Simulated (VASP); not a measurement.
# B (P6_3/mmc) in VASP: further runs

The runs below take B through single point, relaxation of cell and atoms, with PBE.

Everything below comes from runs of VASP 6.6.1. Logs are shortened: lines on timing, memory, paths and dates and some standing lists are left out, and cuts for length are marked.

**1. The cell of the first run**

The structure is hexagonal, space group P6_3/mmc (No. 194). The conventional cell has a = 2.995 Å, b = 2.995 Å, c = 4.032 Å, α = 90.00°, β = 90.00°, γ = 120.00°. Within 2.3 Å of B (site symmetry -6m2) lie 5 B at 1.73 to 2.02 Å. Within 2.3 Å of B (site symmetry -6m2) lie 3 B at 1.73 Å.

This isn't the form of B at room conditions, which is rhombohedral.

**2. Single point, PBE**

Input file INCAR:

```
PREC     = Accurate       # precision mode
ENCUT    = 520            # plane-wave cutoff, eV
EDIFF    = 1E-6           # SCF threshold, eV
ISMEAR   = 0              # smearing method
SIGMA    = 0.1            # smearing width, eV
LREAL    = False          # projectors in reciprocal space
LASPH    = True           # aspherical terms in the spheres
NELM     = 100            # most SCF steps
ALGO     = Normal         # electronic algorithm
ISIF     = 2              # what is computed and relaxed
LWAVE    = False          # write WAVECAR
LCHARG   = False          # write CHGCAR
GGA      = PE             # functional
NBANDS   = 22             # bands
```

Input file KPOINTS:

```
Automatic mesh
0
Gamma
  9 9 4
```

Input file POSCAR:

```
B
1.0
    2.9946251322      0.0000000000      0.0000000000
   -1.4973125661      2.5934214393      0.0000000000
    0.0000000000      0.0000000000      8.0647941268
B
8
Direct
    0.0000000000      0.0000000000      0.1250000000
    0.0000000000      0.0000000000      0.6250000000
    0.0000000000      0.0000000000      0.3750000000
    0.0000000000      0.0000000000      0.8750000000
    0.3333333333      0.6666666667      0.3750000000
    0.3333333333      0.6666666667      0.8750000000
    0.6666666667      0.3333333333      0.1250000000
    0.6666666667      0.3333333333      0.6250000000
```

Potentials or basis: VASP PAW PBE potentials, release 64 (B).

Command:

```
$ cat potpaw_PBE.64/B/POTCAR > POTCAR
$ mpirun -np 1 vasp_std > vasp.out
```

OUTCAR:

```text
PREC = Accurate
   ENCUT = 520
   EDIFF = 1E-6
   ISMEAR = 0
   LREAL = False
   LASPH = True
   NELM = 100
   ISIF = 2
   GGA = PE

 ion  position               nearest neighbor table
   1  0.000  0.000  0.125-   7 1.73   7 1.73   7 1.73   3 2.02   4 2.02
   2  0.000  0.000  0.625-   8 1.73   8 1.73   8 1.73   3 2.02   4 2.02
   3  0.000  0.000  0.375-   5 1.73   5 1.73   5 1.73   1 2.02   2 2.02
   4  0.000  0.000  0.875-   6 1.73   6 1.73   6 1.73   1 2.02   2 2.02
   5  0.333  0.667  0.375-   3 1.73   3 1.73   3 1.73
   6  0.333  0.667  0.875-   4 1.73   4 1.73   4 1.73
   7  0.667  0.333  0.125-   1 1.73   1 1.73   1 1.73
   8  0.667  0.333  0.625-   2 1.73   2 1.73   2 1.73

  LATTYP: Found a hexagonal cell.
 ALAT       =     2.9946251322
 C/A-ratio  =     2.6930897093

  Lattice vectors:

 A1 = (   2.9946251322,   0.0000000000,   0.0000000000)
 A2 = (  -1.4973125661,   2.5934214393,   0.0000000000)
 A3 = (   0.0000000000,   0.0000000000,   8.0647941268)

Analysis of symmetry for initial positions (statically):
=====================================================================
 Subroutine PRICEL returns following result:

  LATTYP: Found a hexagonal cell.
 ALAT       =     2.9946251322
 C/A-ratio  =     1.3465448547

  Lattice vectors:

 A1 = (   2.9946251322,   0.0000000000,   0.0000000000)
 A2 = (  -1.4973125661,   2.5934214393,   0.0000000000)
 A3 = (   0.0000000000,   0.0000000000,   4.0323970634)

   2 primitive cells build up your supercell.

 Routine SETGRP: Setting up the symmetry group for a
 hexagonal supercell.

 Subroutine GETGRP returns: Found 24 space group operations
 (whereof 12 operations were pure point group operations)
 out of a pool of 24 trial point group operations.

The static configuration has the point symmetry D_3d.
 The point group associated with its full space group is D_6h.

Analysis of symmetry for dynamics (positions and initial velocities):
=====================================================================
 Subroutine PRICEL returns following result:

  LATTYP: Found a hexagonal cell.
 ALAT       =     2.9946251322
 C/A-ratio  =     1.3465448547

  Lattice vectors:

 A1 = (   2.9946251322,   0.0000000000,   0.0000000000)
 A2 = (  -1.4973125661,   2.5934214393,   0.0000000000)
 A3 = (   0.0000000000,   0.0000000000,   4.0323970634)

   2 primitive cells build up your supercell.

 Routine SETGRP: Setting up the symmetry group for a
 hexagonal supercell.

 Subroutine GETGRP returns: Found 24 space group operations
 (whereof 12 operations were pure point group operations)
 out of a pool of 24 trial point group operations.

The dynamic configuration has the point symmetry D_3d.
 The point group associated with its full space group is D_6h.

 Subroutine INISYM returns: Found 24 space group operations
 (whereof 12 operations are pure point group operations),
 and found     2 'primitive' translations

----------------------------------------------------------------------------------------

                                     Primitive cell

  volume of cell :      31.3169

  direct lattice vectors                    reciprocal lattice vectors
     2.994625132  0.000000000  0.000000000     0.333931613  0.192795507  0.000000000
    -1.497312566  2.593421439  0.000000000     0.000000000  0.385591013  0.000000000
     0.000000000  0.000000000  4.032397063     0.000000000  0.000000000  0.247991451

  length of vectors
     2.994625132  2.994625132  4.032397063     0.385591013  0.385591013  0.247991451

  position of ions in fractional coordinates (direct lattice)
     0.000000000  0.000000000  0.250000000
     0.000000000  0.000000000  0.750000000
     0.333333333  0.666666667  0.750000000
     0.666666667  0.333333333  0.250000000

  ion indices of the primitive-cell ions
   primitive index   ion index
                 1           1
                 2           3
                 3           5
                 4           7

----------------------------------------------------------------------------------------

 KPOINTS: Automatic mesh

Automatic generation of k-mesh.
 Grid dimensions read from file:
 generate k-points for:    9    9    4

 Generating k-lattice:

  Cartesian coordinates                     Fractional coordinates (reciprocal lattice)
     0.037103513  0.021421723  0.000000000     0.111111111  0.000000000  0.000000000
     0.000000000  0.042843446  0.000000000     0.000000000  0.111111111  0.000000000
     0.000000000  0.000000000  0.030998931     0.000000000  0.000000000  0.250000000

  Length of vectors
     0.042843446  0.042843446  0.030998931

  Shift w.r.t. Gamma in fractional coordinates (k-lattice)
     0.000000000  0.000000000  0.000000000

 Subroutine IBZKPT returns following result:
 ===========================================

 Found     36 irreducible k-points:

 Following reciprocal coordinates:
            Coordinates               Weight
  0.000000  0.000000  0.000000      1.000000
  0.111111  0.000000  0.000000      6.000000
  0.222222  0.000000  0.000000      6.000000
  0.333333  0.000000  0.000000      6.000000
  0.444444  0.000000  0.000000      6.000000
  0.111111  0.111111  0.000000      6.000000
[... 16 lines left out ...]
  0.333333  0.222222  0.250000     24.000000
  0.333333  0.333333  0.250000      4.000000
 [... further k-points ...]
   k-points           NKPTS =     36   k-points in BZ     NKDIM =     36   number of bands    NBANDS=     22
   number of dos      NEDOS =    301   number of ions     NIONS =      8
   total plane-waves  NPLWV =  34560
   dimension x,y,z NGX =    24 NGY =   24 NGZ =   60
   dimension x,y,z NGXF=    48 NGYF=   48 NGZF=  120
   ions per type =               8
   NGX,Y,Z   is equivalent  to a cutoff of  13.32, 13.32, 12.37 a.u.
   NGXF,Y,Z  is equivalent  to a cutoff of  26.65, 26.65, 24.74 a.u.
 SYSTEM =  unknown system
   PREC   = accura    normal or accurate (medium, high low for compatibility)
   ISTART =      0    job   : 0-new  1-cont  2-samecut
   ICHARG =      2    charge: 1-file 2-atom 10-const
   ISPIN  =      1    spin polarized calculation?
   LNONCOLLINEAR =      F non collinear calculations
   LSORBIT =      F    spin-orbit coupling
   LASPH  =      T    aspherical Exc in radial PAW
   ENCUT  =  520.0 eV  38.22 Ry    6.18 a.u.   5.57  5.57 15.00*2*pi/ulx,y,z
   NELM   =    100;   NELMIN=  2; NELMDL= -5     # of ELM steps
   EDIFF  = 0.1E-05   stopping-criterion for ELM
   LREAL  =      F    real-space projection
   EDIFFG = 0.1E-04   stopping-criterion for IOM
   NSW    =      0    number of steps for IOM
   IBRION =     -1    ionic relax: 0-MD 1-quasi-New 2-CG
   NFREE  =      0    steps in history (QN), initial steepest desc. (CG)
   ISIF   =      2    stress and relaxation
   ISYM   =      2    0-nonsym 1-usesym 2-fastsym
   POTIM  = 0.5000    time-step for ionic-motion
   TEBEG  =    0.0;   TEEND  =   0.0 temperature during run
   PSTRESS=    0.0 pullay stress
   NELECT =      24.0000    total number of electrons
   NUPDOWN=      -1.0000    fix difference up-down
   EMIN   =  10.00;   EMAX   =-10.00  energy-range for DOS
   EFERMI =   0.00;   METHOD = LEGACY
   ISMEAR =     0;   SIGMA  =   0.10  broadening in eV -4-tet -1-fermi 0-gaus
   EFERMI_NEDOS =   21; number of points for ismear=-14 and -15
   IALGO  =     38    algorithm
   IMIX   =      4    mixing-type and parameters
     AMIX     =   0.40;   BMIX     =  1.00
     AMIX_MAG =   1.60;   BMIX_MAG =  1.00
  volume/ion in A,a.u.               =       7.83        52.83
  Fermi-wavevector in a.u.,A,eV,Ry     =   1.189074  2.247024 19.237243  1.413897
  Thomas-Fermi vector in A             =   2.325190
   LORBIT       =      0    0 simple, 1 ext, 2 COOP (PROOUT), +10 PAW based schemes
   GGA     = PE    functional components
   LHFCALC =     F    Hartree Fock is set to
   AEXX    =    0.0000 exact exchange contribution
   IVDW    =     0    specifies the selected vdW correction
   LEPSILON=     F    determine dielectric tensor
   LRPA    =     F    only Hartree local field effects (RPA)
 non-spin polarized calculation
 Gauss-broadening in eV      SIGMA  =   0.10
  energy-cutoff  :      520.00
  volume of cell :       62.63
 maximum number of plane-waves:      1722
 NGX is ok and might be reduce to    24

 number of electron      23.9999998 magnetization

 Free energy of the ion-electron system (eV)
  ---------------------------------------------------
  ext. energy  EPLUGINS =         0.00000000
  ---------------------------------------------------
  free energy    TOTEN  =       -46.52384384 eV

  energy without entropy =      -46.50860169  energy(sigma->0) =      -46.51622276

 E-fermi :   5.2318     XC(G=0): -11.5128

 val. band max:        5.2180665766   @ k =   0.0000   0.0000   0.5000
 cond. band min:       5.2522389433   @ k =   0.3333   0.1111   0.2500
 fundamental gap:      0.0341723668
 Fermi energy:         5.2317593812

 k-point     1 :       0.0000    0.0000    0.0000
  band No.  band energies     occupation
      1      -8.8718      2.00000
      2      -6.9839      2.00000
      3      -6.9839      2.00000
      4      -1.6585      2.00000
      5      -1.1500      2.00000
      6       4.9182      1.99999
[... 14 lines left out ...]
     21      12.9857      0.00000
     22      13.0564      0.00000

 k-point     2 :       0.1111    0.0000    0.0000
  band No.  band energies     occupation
      1      -8.6537      2.00000
      2      -6.7669      2.00000
      3      -6.7669      2.00000
      4      -1.4144      2.00000
      5      -0.9868      2.00000
      6       3.6313      2.00000
[... 14 lines left out ...]
     21      13.5396      0.00000
     22      13.8922      0.00000

 k-point     3 :       0.2222    0.0000    0.0000
  band No.  band energies     occupation
      1      -8.0021      2.00000
      2      -6.1199      2.00000
      3      -6.1199      2.00000
      4      -0.6928      2.00000
      5      -0.5102      2.00000
      6       1.2570      2.00000
[... 14 lines left out ...]
     21      15.2054      0.00000
     22      15.6027      0.00000
[... 476 lines left out ...]
 k-point    23 :       0.3333    0.2222    0.2500
  band No.  band energies     occupation
      1      -4.7595      2.00000
      2      -3.8472      2.00000
      3      -2.7383      2.00000
      4      -2.0747      2.00000
      5      -1.7956      2.00000
      6      -0.9378      2.00000
[... 14 lines left out ...]
     21      15.7922      0.00000
     22      16.3760      0.00000

 k-point    24 :       0.3333    0.3333    0.2500
  band No.  band energies     occupation
      1      -3.7502      2.00000
      2      -2.8774      2.00000
      3      -2.5885      2.00000
      4      -2.5885      2.00000
      5      -1.6815      2.00000
      6      -1.6815      2.00000
[... 14 lines left out ...]
     21      16.6308      0.00000
     22      16.6308      0.00000

 [... further k-points ...]
[... 5 lines left out ...]
  --------------------------------------------------------------------------------------
  -------------------------------------------------------------------------------------
  Total       -0.0183361     -0.0183361      0.1574749      0.0000000     -0.0000000      0.0000000
  in kB       -0.4690386     -0.4690386      4.0282196      0.0000000     -0.0000000      0.0000000
  external PRESSURE =       1.0300475 kB  Pullay stress =       0.0000000 kB

 VOLUME and BASIS-vectors are now :
 -----------------------------------------------------------------------------
  energy-cutoff  :      520.00
  volume of cell :       62.63
      direct lattice vectors                 reciprocal lattice vectors
     2.994625132  0.000000000  0.000000000     0.333931613  0.192795507  0.000000000
    -1.497312566  2.593421439  0.000000000     0.000000000  0.385591013  0.000000000
     0.000000000  0.000000000  8.064794127     0.000000000  0.000000000  0.123995726

 POSITION                                       TOTAL-FORCE (eV/Angst)
 -----------------------------------------------------------------------------------
      0.00000      0.00000      1.00810        -0.000000     -0.000000      0.000000
      0.00000      0.00000      5.04050        -0.000000      0.000000      0.000000
      0.00000      0.00000      3.02430        -0.000000     -0.000000      0.000000
      0.00000      0.00000      7.05669         0.000000      0.000000      0.000000
     -0.00000      1.72895      3.02430         0.000000     -0.000000     -0.000000
     -0.00000      1.72895      7.05669         0.000000     -0.000000     -0.000000
      1.49731      0.86447      1.00810        -0.000000      0.000000      0.000000
      1.49731      0.86447      5.04050        -0.000000      0.000000     -0.000000
 -----------------------------------------------------------------------------------
    total drift:                                0.000000     -0.000000      0.000000

  FREE ENERGIE OF THE ION-ELECTRON SYSTEM (eV)
  ---------------------------------------------------
  free  energy   TOTEN  =       -46.5238438373 eV

  energy  without entropy=      -46.5086016920  energy(sigma->0) =      -46.51622276
```

Wall time 30 s (1 thread of Intel Xeon Platinum 8375C at 2.90GHz (Ice Lake), shared host); peak memory 0.18 GiB.

Results:

* Free energy: -46.5238 eV
* Pressure: 0.1 GPa
* Band gap on the k mesh: zero (bands 12 and 13 overlap by 3.49 eV)

Stress tensor (GPa, compression positive):
```
-0.05  0.00  0.00
 0.00 -0.05  0.00
 0.00  0.00  0.40
```

**3. Single point, PBE**

This run uses another cell than the first one: it holds 4 atoms, not 8.

Input file INCAR:

```
SYSTEM = B
PREC = Accurate
ENCUT = 520
EDIFF = 1E-7
ISMEAR = 0
SIGMA = 0.1
LREAL = .FALSE.
LASPH = .TRUE.
NELM = 100
ALGO = Normal
ISIF = 2
LWAVE = .FALSE.
LCHARG = .FALSE.
GGA = PE
NBANDS = 14
```

Input file KPOINTS:

```
Automatic mesh
0
G
  18 18 12
  0 0 0
```

Input file POSCAR:

```
B
1.0
    2.9946251322      0.0000000000      0.0000000000
   -1.4973125661      2.5934214393      0.0000000000
    0.0000000000      0.0000000000      4.0323970634
B
4
Direct
    0.0000000000      0.0000000000      0.2500000000
    0.0000000000      0.0000000000      0.7500000000
    0.3333333333      0.6666666667      0.7500000000
    0.6666666667      0.3333333333      0.2500000000
```

Potentials or basis: VASP PAW PBE potentials, release 64 (B).

Command:

```
$ cat potpaw_PBE.64/B/POTCAR > POTCAR
$ mpirun -np 1 vasp_std > vasp.out
```

It took 54 s on 1 thread of Intel Xeon Platinum 8375C at 2.90GHz (Ice Lake), shared host; peak memory 0.2 GiB.

It converged, with:

```
Free energy            : -23.2634 eV
Pressure               : 0.0 GPa
Band gap on the k mesh : zero (bands 6 and 7 overlap by 3.49 eV)
```

Levels at points of the mesh, in eV from the Fermi level:
```
           k point  band 3  band 4  band 5  band 6  band 7  band 8  band 9  band 10
(0.00, 0.00, 0.00)   -6.38   -0.31   -0.31    1.39    1.39    7.62    7.73     7.95
(0.50, 0.00, 0.00)   -3.49   -3.34   -3.17   -2.99   -0.13    0.61    4.07     6.02
(0.00, 0.00, 0.50)    0.69    0.69    0.69    0.69    1.89    1.89    7.75     7.75
(0.50, 0.00, 0.50)   -7.43   -7.43   -1.85   -1.85    3.64    3.64    4.60     4.60
```

**4. Relaxation of cell and atoms, PBE**

This run uses another cell than the first one: it holds 4 atoms, not 8.

Input file INCAR:

```
ALGO     = Normal         # electronic algorithm
EDIFF    = 1E-6           # SCF threshold, eV
EDIFFG   = -0.01          # ionic threshold
ENCUT    = 600            # plane-wave cutoff, eV
GGA      = PE             # functional
IBRION   = 2              # ionic algorithm
ISIF     = 3              # what is computed and relaxed
ISMEAR   = 0              # smearing method
LASPH    = T              # aspherical terms in the spheres
LCHARG   = F              # write CHGCAR
LREAL    = F              # projectors in reciprocal space
LWAVE    = F              # write WAVECAR
NELM     = 60             # most SCF steps
NSW      = 100            # ionic steps
PREC     = Accurate       # precision mode
SIGMA    = 0.1            # smearing width, eV
```

Input file KPOINTS:

```
k-points
0
Gamma
  18 18 12
```

Input file POSCAR:

```
B
1.0
    2.9895311760      0.0000000000      0.0000000000
   -1.4947655880      2.5890099438      0.0000000000
    0.0000000000      0.0000000000      4.0995748900
B
4
Direct
    0.0000000000      0.0000000000      0.2500000000
    0.0000000000      0.0000000000      0.7500000000
    0.3333333333      0.6666666667      0.7500000000
    0.6666666667      0.3333333333      0.2500000000
```

Command:

```
$ cat potpaw_PBE.64/B/POTCAR > POTCAR
$ mpirun -np 1 vasp_std > vasp.out
```

Run time: 1.8 min. Hardware: 1 thread of Intel Xeon Platinum 8375C at 2.90GHz (Ice Lake), shared host; peak memory 0.21 GiB.

Results (log left out):

* Free energy: -23.2662 eV
* Relaxed volume: 7.83 Å³/atom
* Relaxed cell: a = 2.995 Å, b = 2.995 Å, c = 4.031 Å, α = 90.00°, β = 90.00°, γ = 120.00°
* Space group after relaxing (to 0.1 Å): P6_3/mmc (No. 194)
* Energy gained by relaxing: 1.4 meV/atom
* Ionic steps: 5
* Pressure after relaxing: 0.0 GPa
* Band gap on the k mesh: zero (bands 6 and 7 overlap by 3.48 eV)

Stress tensor (GPa, compression positive):
```
-0.06  0.00  0.00
 0.00 -0.06  0.00
 0.00  0.00  0.07
```

The path:
| step | energy change (eV) | largest force (eV/Å) | pressure (GPa) | volume (Å³) |
| --- | --- | --- | --- | --- |
| 1 | 0.0000 | 0.0000 | -0.46 | 31.73 |
| 2 | -0.0040 | 0.0000 | -0.90 | 31.62 |
| 3 | -0.0050 | 0.0000 | -1.20 | 31.55 |
| 4 | -0.0056 | 0.0000 | 0.65 | 31.19 |
| 5 | -0.0058 | 0.0000 | -0.01 | 31.32 |

Final structure:
```cif
data_structure
_symmetry_space_group_name_H-M 'P 1'
_symmetry_Int_Tables_number 1
_cell_length_a 2.9950
_cell_length_b 2.9950
_cell_length_c 4.0313
_cell_angle_alpha 90.000
_cell_angle_beta 90.000
_cell_angle_gamma 120.000
_cell_volume 31.32
loop_
_atom_site_label
_atom_site_type_symbol
_atom_site_fract_x
_atom_site_fract_y
_atom_site_fract_z
_atom_site_occupancy
B1 B 0.00000 0.00000 0.25000 1
B2 B 0.00000 0.00000 0.75000 1
B3 B 0.33333 0.66667 0.75000 1
B4 B 0.66667 0.33333 0.25000 1
```

Levels at points of the mesh, in eV from the Fermi level:
| k point | band 4 | band 5 | band 6 | band 7 | band 8 | band 9 |
| --- | --- | --- | --- | --- | --- | --- |
| (0.00, 0.00, 0.00) | -0.32 | -0.32 | 1.39 | 1.39 | 7.62 | 7.72 |
| (0.50, 0.00, 0.00) | -3.34 | -3.17 | -2.99 | -0.13 | 0.61 | 4.07 |
| (0.00, 0.00, 0.50) | 0.69 | 0.69 | 0.69 | 1.89 | 1.89 | 7.75 |
| (0.50, 0.00, 0.50) | -7.43 | -1.85 | -1.85 | 3.64 | 3.64 | 4.61 |

**5. Overview**

```tsv
task	cell	k mesh	cutoff (eV)	gap on the mesh (eV)	pressure (GPa)
single point	a = 2.995, b = 2.995, c = 8.065 Å, angles 90.0, 90.0, 120.0°, 8 atoms, atomic positions A	9 × 9 × 4	520	none	0.1
single point	a = 2.995, b = 2.995, c = 4.032 Å, angles 90.0, 90.0, 120.0°, 4 atoms, atomic positions B	18 × 18 × 12	520	none	0.0
relaxation of cell and atoms	relaxed from a = 2.990, b = 2.990, c = 4.100 Å, angles 90.0, 90.0, 120.0°, 4 atoms, atomic positions B	18 × 18 × 12	600	none	0.0
```

Alike in all rows: level PBE; potentials or basis VASP PAW PBE potentials, release 64 (B); no spin polarisation; smearing gaussian 0.1 eV.

Total energies depend on the potentials used, so only differences within one code and one set of settings carry meaning.

The gap in the log of VASP goes by the Fermi energy; the results here count the filled bands.